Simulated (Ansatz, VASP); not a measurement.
## Two plane-wave programs on W3O

The input INCAR:

```
SYSTEM = W3O
PREC = Accurate
ENCUT = 520
EDIFF = 1E-6
ISMEAR = 0
SIGMA = 0.15
LREAL = .False.
LASPH = .True.
NELM = 60
ALGO = Normal
ISIF = 2
LWAVE = .False.
LCHARG = .False.
GGA = PS
NBANDS = 58
```

KPOINTS

```
regular mesh
0
Gamma
  8 8 8
  0 0 0
```

File POSCAR:

```
W3O
1.0
    4.8313496660      0.0000000000      0.0000000000
    0.0000000000      4.8313496660      0.0000000000
    0.0000000000      0.0000000000      4.8313496660
W O
6 2
Direct
    0.4996384155      0.7500000000      0.0000000000
    0.0003615845      0.4996384155      0.7500000000
    0.2500000000      0.0003615845      0.5000000000
    0.4996384155      0.2500000000      0.0000000000
    0.0003615845      0.4996384155      0.2500000000
    0.7500000000      0.0003615845      0.5000000000
    0.4857300928      0.4857300928      0.5000000000
    0.0142699072      0.0142699072      0.0000000000
```

Input for Ansatz:

```yaml
crystal:
  lattice:
    - [4.831349666, 0.0, 0.0]
    - [0.0, 4.831349666, 0.0]
    - [0.0, 0.0, 4.831349666]
  atoms:
    - { symbol: W, position: [0.4996384155, 0.75, 0.0] }
    - { symbol: W, position: [0.0003615845, 0.4996384155, 0.75] }
    - { symbol: W, position: [0.25, 0.0003615845, 0.5] }
    - { symbol: W, position: [0.4996384155, 0.25, 0.0] }
    - { symbol: W, position: [0.0003615845, 0.4996384155, 0.25] }
    - { symbol: W, position: [0.75, 0.0003615845, 0.5] }
    - { symbol: O, position: [0.4857300928, 0.4857300928, 0.5] }
    - { symbol: O, position: [0.0142699072, 0.0142699072, 0.0] }
basis:
  ecutwfc: 420
kpoints:
  mp_grid: { grid: [8, 8, 8] }
hamiltonian:
  xc: pbesol
scf:
  occupations: { method: gaussian, width: 0.15 }
output:
  forces: true
  stress: true
  eigenvalues: true
```

Change from the starting cell: mode 1 (-297.1 1/cm) frozen in, largest displacement +0.098 Å.

Alike in both runs: task single point; functional PBEsol; k mesh 8 × 8 × 8; occupations gaussian, width 0.15 eV; no spin polarisation.

```csv
,VASP,Ansatz
version,VASP 6.6.1,Ansatz 0.2.0
potentials or method,"VASP PAW PBE potentials, release 64 (W_sv, O), cutoff 520 eV","scalar-relativistic, plane waves, PAW"
valence electrons in the cell,96,96
```

VASP gave:

* gap on the k mesh at the Fermi level (eV): none
* pressure (GPa): 1.1
* traceless stress, the component that is largest in VASP (GPa): 0.16
* rms of the force components (eV/Å): 0.151

Task: What did Ansatz give for the same quantities?

Result: gap on the k mesh at the Fermi level (eV): none; pressure (GPa): 0.0; traceless stress, the component that is largest in VASP (GPa): 0.16; rms of the force components (eV/Å): 0.156.

VASP's potentials were made for PBE, not for PBEsol. Atom by atom the forces differ by 0.006 eV/Å (rms over components). A gap of «none» marks a metal or a gap that the smearing closes. The functional is the same, so the differences come from potentials, cutoffs and numerics.

Spin-orbit coupling is off throughout.
